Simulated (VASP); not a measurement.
# Sr (Fm-3m) in VASP: notebook, part 2 of 2

VASP 6.6.1.

### 3 Single point, r2SCAN (volume scaled by 0.92)

Contents of POSCAR:

```
Sr
1.0
    0.0000000000      2.9684484663      2.9684484663
    2.9684484663      0.0000000000      2.9684484663
    2.9684484663      2.9684484663      0.0000000000
Sr
1
Direct
    0.0000000000      0.0000000000      0.0000000000
```

Contents of INCAR.step1:

```
SYSTEM = Sr
PREC = Accurate ; ENCUT = 520
ISMEAR = -1 ; SIGMA = 0.1
LREAL = .FALSE. ; LASPH = .TRUE.
NELM = 80 ; NBANDS = 11
GGA = PE ; ALGO = Normal
EDIFF = 1E-4 ; LWAVE = .TRUE.
LCHARG = .FALSE.
```

Contents of INCAR.step2:

```
SYSTEM = Sr
PREC = Accurate ; ENCUT = 520
EDIFF = 1E-7 ; ISMEAR = -1
SIGMA = 0.1 ; LREAL = .FALSE.
LASPH = .TRUE. ; NELM = 80
ALGO = Normal ; ISIF = 2
LWAVE = .FALSE. ; LCHARG = .FALSE.
METAGGA = R2SCAN ; LMIXTAU = .TRUE.
NBANDS = 11 ; ISTART = 1
```

Contents of KPOINTS:

```
regular mesh
0
G
  15 15 15
  0 0 0
```

Potentials or basis: VASP PAW PBE potentials, release 64 (Sr_sv).

Run with:

```bash
$ cat potpaw_PBE.64/Sr_sv/POTCAR > POTCAR
$ cp INCAR.step1 INCAR
$ mpirun -np 1 vasp_std > vasp.out
$ cp INCAR.step2 INCAR
$ mpirun -np 1 vasp_std > vasp.out
```

OUTCAR:

```text
SYSTEM = Sr
   PREC = Accurate
   ENCUT = 520
   EDIFF = 1E-7
   ISMEAR = -1
   LREAL = .FALSE.
   LASPH = .TRUE.
   NELM = 80
   ISIF = 2
   METAGGA = R2SCAN
   ISTART = 1

 ion  position               nearest neighbor table
   1  0.000  0.000  0.000-

  LATTYP: Found a face centered cubic cell.
 ALAT       =     5.9368969326

  Lattice vectors:

 A1 = (   0.0000000000,   2.9684484663,   2.9684484663)
 A2 = (   2.9684484663,   0.0000000000,   2.9684484663)
 A3 = (   2.9684484663,   2.9684484663,   0.0000000000)

Analysis of symmetry for initial positions (statically):
=====================================================================
 Subroutine PRICEL returns:
 Original cell was already a primitive cell.

 Routine SETGRP: Setting up the symmetry group for a
 face centered cubic supercell.

 Subroutine GETGRP returns: Found 48 space group operations
 (whereof 48 operations were pure point group operations)
 out of a pool of 48 trial point group operations.

The static configuration has the point symmetry O_h .

Analysis of symmetry for dynamics (positions and initial velocities):
=====================================================================
 Subroutine PRICEL returns:
 Original cell was already a primitive cell.

 Routine SETGRP: Setting up the symmetry group for a
 face centered cubic supercell.

 Subroutine GETGRP returns: Found 48 space group operations
 (whereof 48 operations were pure point group operations)
 out of a pool of 48 trial point group operations.

The dynamic configuration has the point symmetry O_h .

 Subroutine INISYM returns: Found 48 space group operations
 (whereof 48 operations are pure point group operations),
 and found     1 'primitive' translations

----------------------------------------------------------------------------------------

                                     Primitive cell

  volume of cell :      52.3141

  direct lattice vectors                    reciprocal lattice vectors
     0.000000000  2.968448466  2.968448466    -0.168438161  0.168438161  0.168438161
     2.968448466  0.000000000  2.968448466     0.168438161 -0.168438161  0.168438161
     2.968448466  2.968448466  0.000000000     0.168438161  0.168438161 -0.168438161

  length of vectors
     4.198020080  4.198020080  4.198020080     0.291743452  0.291743452  0.291743452

  position of ions in fractional coordinates (direct lattice)
     0.000000000  0.000000000  0.000000000

  ion indices of the primitive-cell ions
   primitive index   ion index
                 1           1

----------------------------------------------------------------------------------------

 KPOINTS: regular mesh

Automatic generation of k-mesh.
 Grid dimensions read from file:
 generate k-points for:   15   15   15

 Generating k-lattice:

  Cartesian coordinates                     Fractional coordinates (reciprocal lattice)
    -0.011229211  0.011229211  0.011229211     0.066666667  0.000000000  0.000000000
     0.011229211 -0.011229211  0.011229211     0.000000000  0.066666667  0.000000000
     0.011229211  0.011229211 -0.011229211     0.000000000  0.000000000  0.066666667

  Length of vectors
     0.019449563  0.019449563  0.019449563

  Shift w.r.t. Gamma in fractional coordinates (k-lattice)
     0.000000000  0.000000000  0.000000000

 Subroutine IBZKPT returns following result:
 ===========================================

 Found    120 irreducible k-points:

 Following reciprocal coordinates:
            Coordinates               Weight
  0.000000  0.000000  0.000000      1.000000
  0.066667  0.000000  0.000000      8.000000
  0.133333  0.000000  0.000000      8.000000
  0.200000  0.000000  0.000000      8.000000
  0.266667  0.000000  0.000000      8.000000
  0.333333  0.000000  0.000000      8.000000
[... 16 lines left out ...]
  0.133333  0.133333  0.000000      6.000000
  0.200000  0.133333  0.000000     24.000000
 [... further k-points ...]
   k-points           NKPTS =    120   k-points in BZ     NKDIM =    120   number of bands    NBANDS=     11
   number of dos      NEDOS =    301   number of ions     NIONS =      1
   total plane-waves  NPLWV =  32768
   dimension x,y,z NGX =    32 NGY =   32 NGZ =   32
   dimension x,y,z NGXF=    64 NGYF=   64 NGZF=   64
   ions per type =               1
   NGX,Y,Z   is equivalent  to a cutoff of  12.67, 12.67, 12.67 a.u.
   NGXF,Y,Z  is equivalent  to a cutoff of  25.34, 25.34, 25.34 a.u.
 SYSTEM =  Sr
   PREC   = accura    normal or accurate (medium, high low for compatibility)
   ISTART =      1    job   : 0-new  1-cont  2-samecut
   ICHARG =      0    charge: 1-file 2-atom 10-const
   ISPIN  =      1    spin polarized calculation?
   LNONCOLLINEAR =      F non collinear calculations
   LSORBIT =      F    spin-orbit coupling
   LASPH  =      T    aspherical Exc in radial PAW
   ENCUT  =  520.0 eV  38.22 Ry    6.18 a.u.   7.81  7.81  7.81*2*pi/ulx,y,z
   NELM   =     80;   NELMIN=  2; NELMDL=  0     # of ELM steps
   EDIFF  = 0.1E-06   stopping-criterion for ELM
   LREAL  =      F    real-space projection
   EDIFFG = 0.1E-05   stopping-criterion for IOM
   NSW    =      0    number of steps for IOM
   IBRION =     -1    ionic relax: 0-MD 1-quasi-New 2-CG
   NFREE  =      0    steps in history (QN), initial steepest desc. (CG)
   ISIF   =      2    stress and relaxation
   ISYM   =      2    0-nonsym 1-usesym 2-fastsym
   POTIM  = 0.5000    time-step for ionic-motion
   TEBEG  =    0.0;   TEEND  =   0.0 temperature during run
   PSTRESS=    0.0 pullay stress
   NELECT =      10.0000    total number of electrons
   NUPDOWN=      -1.0000    fix difference up-down
   EMIN   =  10.00;   EMAX   =-10.00  energy-range for DOS
   EFERMI =   0.00;   METHOD = LEGACY
   ISMEAR =    -1;   SIGMA  =   0.10  broadening in eV -4-tet -1-fermi 0-gaus
   EFERMI_NEDOS =   21; number of points for ismear=-14 and -15
   IALGO  =     38    algorithm
   IMIX   =      4    mixing-type and parameters
     AMIX     =   0.40;   BMIX     =  1.00
     AMIX_MAG =   1.60;   BMIX_MAG =  1.00
  volume/ion in A,a.u.               =      52.31       353.03
  Fermi-wavevector in a.u.,A,eV,Ry     =   0.943051  1.782109 12.100284  0.889346
  Thomas-Fermi vector in A             =   2.070721
   LORBIT       =      0    0 simple, 1 ext, 2 COOP (PROOUT), +10 PAW based schemes
   METAGGA = R2SCAN    functional components
   LHFCALC =     F    Hartree Fock is set to
   AEXX    =    0.0000 exact exchange contribution
   IVDW    =     0    specifies the selected vdW correction
   LEPSILON=     F    determine dielectric tensor
   LRPA    =     F    only Hartree local field effects (RPA)
 non-spin polarized calculation
  energy-cutoff  :      520.00
  volume of cell :       52.31
 maximum number of plane-waves:      1423
   NGX = 15   NGY = 15   NGZ = 15

 number of electron      10.0000000 magnetization

 Free energy of the ion-electron system (eV)
  ---------------------------------------------------
  ext. energy  EPLUGINS =         0.00000000
  ---------------------------------------------------
  free energy    TOTEN  =       -15.10475312 eV

  energy without entropy =      -15.06578177  energy(sigma->0) =      -15.08526745

 E-fermi :   1.7772     XC(G=0):  -7.9536

 val. band max:        1.7624642078   @ k =  -0.3333   0.4000   0.1333
 cond. band min:       1.7874946654   @ k =  -0.4000   0.2667   0.0667
 fundamental gap:      0.0250304576
 Fermi energy:         1.7772154895

 k-point     1 :       0.0000    0.0000    0.0000
  band No.  band energies     occupation
      1     -36.1350      2.00000
      2     -17.3847      2.00000
      3     -17.3847      2.00000
      4     -17.3847      2.00000
      5      -2.1251      2.00000
      6       4.5417      0.00000
      7       4.5417      0.00000
      8       4.5417      0.00000
      9       6.1689      0.00000
     10       6.1689      0.00000
     11       9.4461      0.00000

 k-point     2 :       0.0667    0.0000    0.0000
  band No.  band energies     occupation
      1     -36.1342      2.00000
      2     -17.3956      2.00000
      3     -17.3861      2.00000
      4     -17.3861      2.00000
      5      -2.0459      2.00000
      6       4.4022      0.00000
      7       4.5799      0.00000
      8       4.5799      0.00000
      9       6.1117      0.00000
     10       6.1117      0.00000
     11       9.6657      0.00000
[... 295 lines left out ...]
 k-point    24 :       0.2000    0.1333    0.0000
  band No.  band energies     occupation
      1     -36.1282      2.00000
      2     -17.4543      2.00000
      3     -17.4066      2.00000
      4     -17.4046      2.00000
      5      -1.4377      2.00000
      6       3.6547      0.00000
      7       4.7617      0.00000
      8       4.8457      0.00000
      9       5.2333      0.00000
     10       6.3974      0.00000
     11      10.7761      0.00000

 [... further k-points ...]
[... 5 lines left out ...]
  --------------------------------------------------------------------------------------
  -------------------------------------------------------------------------------------
  Total        0.3766748      0.3766748      0.3766748     -0.0000000     -0.0000000     -0.0000000
  in kB       11.5360889     11.5360889     11.5360889     -0.0000000     -0.0000000     -0.0000000
  external PRESSURE =      11.5360889 kB  Pullay stress =       0.0000000 kB

 VOLUME and BASIS-vectors are now :
 -----------------------------------------------------------------------------
  energy-cutoff  :      520.00
  volume of cell :       52.31
      direct lattice vectors                 reciprocal lattice vectors
     0.000000000  2.968448466  2.968448466    -0.168438161  0.168438161  0.168438161
     2.968448466  0.000000000  2.968448466     0.168438161 -0.168438161  0.168438161
     2.968448466  2.968448466  0.000000000     0.168438161  0.168438161 -0.168438161

 POSITION                                       TOTAL-FORCE (eV/Angst)
 -----------------------------------------------------------------------------------
      0.00000      0.00000      0.00000         0.000000      0.000000      0.000000
 -----------------------------------------------------------------------------------
    total drift:                                0.000000      0.000000     -0.000000

  FREE ENERGIE OF THE ION-ELECTRON SYSTEM (eV)
  ---------------------------------------------------
  free  energy   TOTEN  =       -15.1047531234 eV

  energy  without entropy=      -15.0657817688  energy(sigma->0) =      -15.08526745
```

Run time: 3 min. Hardware: 1 thread of Intel Xeon 6975P-C, shared host; peak memory 0.23 GiB.

What came out:

- Free energy: -15.1048 eV
- Pressure: 1.2 GPa
- Band gap on the k mesh: zero (band 5 reaches 1.83 eV, above the bottom of band 6 at 1.79 eV)

Levels at points of the mesh, in eV from the Fermi level:
```
           k point  band 2  band 3  band 4  band 5  band 6  band 7  band 8  band 9
(0.00, 0.00, 0.00)  -19.16  -19.16  -19.16   -3.90    2.76    2.76    2.76    4.39
```

Caveat: the PAW data sets were made with another functional, which shifts forces and pressure a little.
